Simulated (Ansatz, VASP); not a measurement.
# One calculation of Ti, two programs

Contents of INCAR:

```
SYSTEM = Ti
AGGAC = 1.0 ; AGGAX = 1.0
ALDAC = 0.0 ; ALDAX = 1.0
ALGO = Normal ; EDIFF = 1E-7
ENCUT = 520 ; GGA = B5
ISIF = 2 ; ISMEAR = -1
LASPH = .TRUE. ; LCHARG = .FALSE.
LREAL = .FALSE. ; LWAVE = .FALSE.
NBANDS = 32 ; NELM = 60
PREC = Accurate ; SIGMA = 0.1
```

Contents of KPOINTS:

```
k-points
0
G
  14 14 4
  0 0 0
```

The input POSCAR:

```
Ti
1.0
    2.8330187753      0.0000000000      0.0000000000
   -1.4165093876      2.4534662289      0.0000000000
    0.0000000000      0.0000000000      9.0646185321
Ti
4
Direct
    1.0000000000      0.0000000000      0.0000000000
    1.0000000000      1.0000000000      0.5000000000
    0.3333333333      0.6666666667      0.2500000000
    0.6666666667      0.3333333333      0.7500000000
```

Input for Ansatz:

```yaml
crystal:
  lattice:
    - [2.8330187753, 0.0, 0.0]
    - [-1.4165093876, 2.4534662289, 0.0]
    - [0.0, 0.0, 9.0646185321]
  atoms:
    - { symbol: Ti, position: [1.0, 0.0, 0.0] }
    - { symbol: Ti, position: [1.0, 1.0, 0.5] }
    - { symbol: Ti, position: [0.3333333333, 0.6666666667, 0.25] }
    - { symbol: Ti, position: [0.6666666667, 0.3333333333, 0.75] }
hamiltonian:
  xc: blyp
  pseudopotentials:
    kind: paw
    azcp:
      Ti: "pseudopotentials/Ti.paw.azcp"
basis:
  ecutwfc: 420
  fft_grid_basis: typed
kpoints:
  mp_grid: { grid: [14, 14, 4], shift: [0, 0, 0] }
magnetization:
  spin_polarized: false
scf:
  occupations: { method: fermi_dirac, width: 0.1 }
  lower_state_search: "off"
output:
  stress: true
  write_density: true
  write_potential: true
  elf: true
  volumetric_format: npy
```

Alike in both runs: task single point; functional BLYP; k mesh 14 × 14 × 4; occupations fermi-dirac, width 0.1 eV; no spin polarisation.

|  | VASP | Ansatz |
| --- | --- | --- |
| version | VASP 6.6.1 | Ansatz 0.2.0 |
| potentials or method | VASP PAW PBE potentials, release 64 (Ti_sv), cutoff 520 eV | plane waves (420 eV) with PAW, scalar-relativistic |
| valence electrons in the cell | 48 | 48 |

Ansatz gave:

```
pressure (GPa)                                                : 16.5
traceless stress, the component that is largest in VASP (GPa) : 0.29
```

Problem. What did VASP give for the same quantities?

Solution. Pressure (GPa): 16.3; traceless stress, the component that is largest in VASP (GPa): 0.32.

VASP's potentials were made for PBE, not for BLYP.
